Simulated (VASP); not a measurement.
# Hf (P6_3/mmc) in VASP: a series of runs, part 2 of 2

VASP 6.6.1.

**3. Relaxation of cell and atoms, PBE+D3(BJ)**

This run uses another cell than the first one, of 22.54 Å³/atom.

INCAR

```
SYSTEM = Hf
PREC     = Accurate       ! precision mode
ENCUT    = 600            ! plane-wave cutoff, eV
EDIFF    = 1E-6           ! SCF threshold, eV
ISMEAR   = 0              ! smearing method
SIGMA    = 0.1            ! smearing width, eV
LREAL    = .False.        ! projectors in reciprocal space
LASPH    = .True.         ! aspherical terms in the spheres
NELM     = 80             ! most SCF steps
ALGO     = Normal         ! electronic algorithm
ISIF     = 3              ! what is computed and relaxed
LWAVE    = .False.        ! write WAVECAR
LCHARG   = .False.        ! write CHGCAR
GGA      = PE             ! functional
IVDW     = 12             ! dispersion correction
IBRION   = 2              ! ionic algorithm
NSW      = 70             ! ionic steps
EDIFFG   = -0.005         ! ionic threshold
```

KPOINTS

```
regular mesh
0
Gamma
  15 15 8
  0 0 0
```

POSCAR

```
Hf
1.0
    3.2048170791      0.0000000000      0.0000000000
   -1.6024085396      2.7754530050      0.0000000000
    0.0000000000      0.0000000000      5.0676930647
Hf
2
Direct
    0.3333333333      0.6666666667      0.2500000000
    0.6666666667      0.3333333333      0.7500000000
```

Potentials or basis: VASP PAW PBE potentials, release 64 (Hf_pv).

Run with:

```sh
cat potpaw_PBE.64/Hf_pv/POTCAR > POTCAR
mpirun -np 1 vasp_std > vasp.out
```

OUTCAR:

```text
SYSTEM = Hf
   PREC = Accurate
   ENCUT = 600
   EDIFF = 1E-6
   ISMEAR = 0
   LREAL = .False.
   LASPH = .True.
   NELM = 80
   ISIF = 3
   GGA = PE
   IVDW = 12
   IBRION = 2
   NSW = 70
   EDIFFG = -0.005
 IVDW          = 12

 ion  position               nearest neighbor table
   1  0.333  0.667  0.250-   2 3.14   2 3.14   2 3.14   2 3.14   2 3.14   2 3.14
   2  0.667  0.333  0.750-   1 3.14   1 3.14   1 3.14   1 3.14   1 3.14   1 3.14

  LATTYP: Found a hexagonal cell.
 ALAT       =     3.2048170791
 C/A-ratio  =     1.5812737325

  Lattice vectors:

 A1 = (   3.2048170791,   0.0000000000,   0.0000000000)
 A2 = (  -1.6024085396,   2.7754530050,   0.0000000000)
 A3 = (   0.0000000000,   0.0000000000,   5.0676930647)

Analysis of symmetry for initial positions (statically):
=====================================================================
 Subroutine PRICEL returns:
 Original cell was already a primitive cell.

 Routine SETGRP: Setting up the symmetry group for a
 hexagonal supercell.

 Subroutine GETGRP returns: Found 24 space group operations
 (whereof 12 operations were pure point group operations)
 out of a pool of 24 trial point group operations.

The static configuration has the point symmetry D_3d.
 The point group associated with its full space group is D_6h.

Analysis of symmetry for dynamics (positions and initial velocities):
=====================================================================
 Subroutine PRICEL returns:
 Original cell was already a primitive cell.

 Routine SETGRP: Setting up the symmetry group for a
 hexagonal supercell.

 Subroutine GETGRP returns: Found 24 space group operations
 (whereof 12 operations were pure point group operations)
 out of a pool of 24 trial point group operations.

The dynamic configuration has the point symmetry D_3d.
 The point group associated with its full space group is D_6h.

 Subroutine INISYM returns: Found 24 space group operations
 (whereof 12 operations are pure point group operations),
 and found     1 'primitive' translations

----------------------------------------------------------------------------------------

                                     Primitive cell

  volume of cell :      45.0762

  direct lattice vectors                    reciprocal lattice vectors
     3.204817079  0.000000000  0.000000000     0.312030289  0.180150771  0.000000000
    -1.602408540  2.775453005  0.000000000     0.000000000  0.360301543  0.000000000
     0.000000000  0.000000000  5.067693065     0.000000000  0.000000000  0.197328447

  length of vectors
     3.204817079  3.204817079  5.067693065     0.360301543  0.360301543  0.197328447

  position of ions in fractional coordinates (direct lattice)
     0.333333333  0.666666667  0.250000000
     0.666666667  0.333333333  0.750000000

  ion indices of the primitive-cell ions
   primitive index   ion index
                 1           1
                 2           2

----------------------------------------------------------------------------------------

 KPOINTS: regular mesh

Automatic generation of k-mesh.
 Grid dimensions read from file:
 generate k-points for:   15   15    8

 Generating k-lattice:

  Cartesian coordinates                     Fractional coordinates (reciprocal lattice)
     0.020802019  0.012010051  0.000000000     0.066666667  0.000000000  0.000000000
     0.000000000  0.024020103  0.000000000     0.000000000  0.066666667  0.000000000
     0.000000000  0.000000000  0.024666056     0.000000000  0.000000000  0.125000000

  Length of vectors
     0.024020103  0.024020103  0.024666056

  Shift w.r.t. Gamma in fractional coordinates (k-lattice)
     0.000000000  0.000000000  0.000000000

 Subroutine IBZKPT returns following result:
 ===========================================

 Found    135 irreducible k-points:

 Following reciprocal coordinates:
            Coordinates               Weight
  0.000000  0.000000  0.000000      1.000000
  0.066667  0.000000  0.000000      6.000000
  0.133333 -0.000000  0.000000      6.000000
  0.200000  0.000000  0.000000      6.000000
  0.266667 -0.000000  0.000000      6.000000
  0.333333  0.000000  0.000000      6.000000
[... 16 lines left out ...]
  0.333333  0.200000  0.000000     12.000000
  0.400000  0.200000  0.000000      6.000000
 [... further k-points ...]
   k-points           NKPTS =    135   k-points in BZ     NKDIM =    135   number of bands    NBANDS=     14
   number of dos      NEDOS =    301   number of ions     NIONS =      2
   total plane-waves  NPLWV =  31360
   dimension x,y,z NGX =    28 NGY =   28 NGZ =   40
   dimension x,y,z NGXF=    56 NGYF=   56 NGZF=   80
   ions per type =               2
   NGX,Y,Z   is equivalent  to a cutoff of  14.52, 14.52, 13.12 a.u.
   NGXF,Y,Z  is equivalent  to a cutoff of  29.05, 29.05, 26.24 a.u.
 SYSTEM =  Hf
   PREC   = accura    normal or accurate (medium, high low for compatibility)
   ISTART =      0    job   : 0-new  1-cont  2-samecut
   ICHARG =      2    charge: 1-file 2-atom 10-const
   ISPIN  =      1    spin polarized calculation?
   LNONCOLLINEAR =      F non collinear calculations
   LSORBIT =      F    spin-orbit coupling
   LASPH  =      T    aspherical Exc in radial PAW
   ENCUT  =  600.0 eV  44.10 Ry    6.64 a.u.   6.40  6.40 10.12*2*pi/ulx,y,z
   NELM   =     80;   NELMIN=  2; NELMDL= -5     # of ELM steps
   EDIFF  = 0.1E-05   stopping-criterion for ELM
   LREAL  =      F    real-space projection
   EDIFFG = -.5E-02   stopping-criterion for IOM
   NSW    =     70    number of steps for IOM
   IBRION =      2    ionic relax: 0-MD 1-quasi-New 2-CG
   NFREE  =      1    steps in history (QN), initial steepest desc. (CG)
   ISIF   =      3    stress and relaxation
   ISYM   =      2    0-nonsym 1-usesym 2-fastsym
   POTIM  = 0.5000    time-step for ionic-motion
   TEBEG  =    0.0;   TEEND  =   0.0 temperature during run
   PSTRESS=    0.0 pullay stress
   NELECT =      20.0000    total number of electrons
   NUPDOWN=      -1.0000    fix difference up-down
   EMIN   =  10.00;   EMAX   =-10.00  energy-range for DOS
   EFERMI =   0.00;   METHOD = LEGACY
   ISMEAR =     0;   SIGMA  =   0.10  broadening in eV -4-tet -1-fermi 0-gaus
   EFERMI_NEDOS =   21; number of points for ismear=-14 and -15
   IALGO  =     38    algorithm
   IMIX   =      4    mixing-type and parameters
     AMIX     =   0.40;   BMIX     =  1.00
     AMIX_MAG =   1.60;   BMIX_MAG =  1.00
  volume/ion in A,a.u.               =      22.54       152.09
  Fermi-wavevector in a.u.,A,eV,Ry     =   1.248636  2.359579 21.212716  1.559091
  Thomas-Fermi vector in A             =   2.382713
   LORBIT       =      0    0 simple, 1 ext, 2 COOP (PROOUT), +10 PAW based schemes
   GGA     = PE    functional components
   LHFCALC =     F    Hartree Fock is set to
   AEXX    =    0.0000 exact exchange contribution
   IVDW    =    12    specifies the selected vdW correction
   LEPSILON=     F    determine dielectric tensor
   LRPA    =     F    only Hartree local field effects (RPA)
 conjugate gradient relaxation of ions
 non-spin polarized calculation
 Gauss-broadening in eV      SIGMA  =   0.10
  energy-cutoff  :      600.00
  volume of cell :       45.08
 maximum number of plane-waves:      1538
 NGX is ok and might be reduce to    28
   NGX = 13   NGY = 13   NGZ = 21

--------------------------------------- Ionic step        1  -------------------------------------------

 number of electron      20.0000001 magnetization

 Free energy of the ion-electron system (eV)
  ---------------------------------------------------
  ext. energy  EPLUGINS =         0.00000000
  ---------------------------------------------------
  free energy    TOTEN  =       -19.85427139 eV

  energy without entropy =      -19.84705991  energy(sigma->0) =      -19.85066565

------------------------ aborting loop because EDIFF is reached ----------------------------------------

 Edisp (eV)   -0.89362

 E8    (eV) :    -0.4793
[... 71 lines left out ...]
--------------------------------------- Ionic step        3  -------------------------------------------

 number of electron      19.9999999 magnetization

 Free energy of the ion-electron system (eV)
  ---------------------------------------------------
  ext. energy  EPLUGINS =         0.00000000
  ---------------------------------------------------
  free energy    TOTEN  =       -19.83998721 eV

  energy without entropy =      -19.83276027  energy(sigma->0) =      -19.83637374

 E-fermi :   5.1168     XC(G=0): -11.4083

 val. band max:        5.1143671464   @ k =   0.3333   0.2667   0.3750
 cond. band min:       5.1362206393   @ k =   0.0667   0.0000   0.5000
 fundamental gap:      0.0218534929
 Fermi energy:         5.1167658220

 k-point     1 :       0.0000    0.0000    0.0000
  band No.  band energies     occupation
      1     -25.9500      2.00000
      2     -25.1335      2.00000
      3     -25.1335      2.00000
      4     -24.9985      2.00000
      5     -24.9936      2.00000
      6     -24.9936      2.00000
      7      -2.3640      2.00000
      8       1.3186      2.00000
      9       5.8573      0.00000
     10       6.2960      0.00000
     11       6.2960      0.00000
     12       6.5944      0.00000
     13       7.1512      0.00000
     14       7.1512      0.00000
[... 377 lines left out ...]
      1     -25.6939      2.00000
      2     -25.5361      2.00000
      3     -25.4838      2.00000
      4     -25.4354      2.00000
      5     -25.2925      2.00000
      6     -25.2314      2.00000
      7       2.5071      2.00000
      8       2.8641      2.00000
      9       3.0826      2.00000
     10       3.8954      2.00000
     11       5.5009      0.00000
     12       5.7840      0.00000
     13       7.0272      0.00000
     14      10.3279      0.00000

 [... further k-points ...]

------------------------ aborting loop because EDIFF is reached ----------------------------------------

 Edisp (eV)   -0.92656

 E8    (eV) :    -0.4972
[... 25 lines left out ...]
  FREE ENERGIE OF THE ION-ELECTRON SYSTEM (eV)
  ---------------------------------------------------
  free  energy   TOTEN  =       -20.7665464382 eV

  energy  without entropy=      -20.7593194968  energy(sigma->0) =      -20.76293297

 reached required accuracy - stopping structural energy minimisation
```

Run time: 81 s. Hardware: 1 thread of Intel Xeon 6975P-C (Granite Rapids), shared host; peak memory 0.26 GiB.

What came out:

| Item | Value |
| --- | --- |
| Free energy | -20.7665 eV |
| Relaxed volume | 21.77 Å³/atom |
| Relaxed cell | a = 3.168 Å, b = 3.168 Å, c = 5.008 Å, α = 90.00°, β = 90.00°, γ = 120.00° |
| Space group after relaxing (to 0.1 Å) | P6_3/mmc (No. 194) |
| Energy gained by relaxing | 9.3 meV/atom |
| Ionic steps | 3 |
| Pressure after relaxing | 0.0 GPa |
| Band gap on the k mesh | zero (bands 10 and 11 overlap by 1.63 eV) |
| Dispersion energy per atom | -0.463 eV |

Step by step:
```tsv
step	energy change (eV)	largest force (eV/Å)	pressure (GPa)	volume (Å³)
1	0.0000	0.0000	-3.75	45.08
2	0.0094	0.0000	5.16	41.72
3	-0.0187	0.0000	-0.03	43.54
```

Final structure:
```xyz
2
Lattice="3.1683 0.0000 0.0000 -1.5841 2.7438 0.0000 0.0000 0.0000 5.0081" Properties=species:S:1:pos:R:3 pbc="T T T"
Hf    0.0000    1.8292    1.2520
Hf    1.5841    0.9146    3.7560
```

Levels at points of the mesh, in eV from the Fermi level:
```
           k point  band 7  band 8  band 9  band 10  band 11  band 12  band 13  band 14
(0.00, 0.00, 0.00)   -7.48   -3.80    0.74     1.18     1.18     1.48     2.03     2.03
(0.00, 0.00, 0.50)   -5.45   -5.45    0.14     0.14     1.07     1.07     1.07     1.07
```

Caveat: spin-orbit coupling is left out, which moves the levels of the heavy elements.
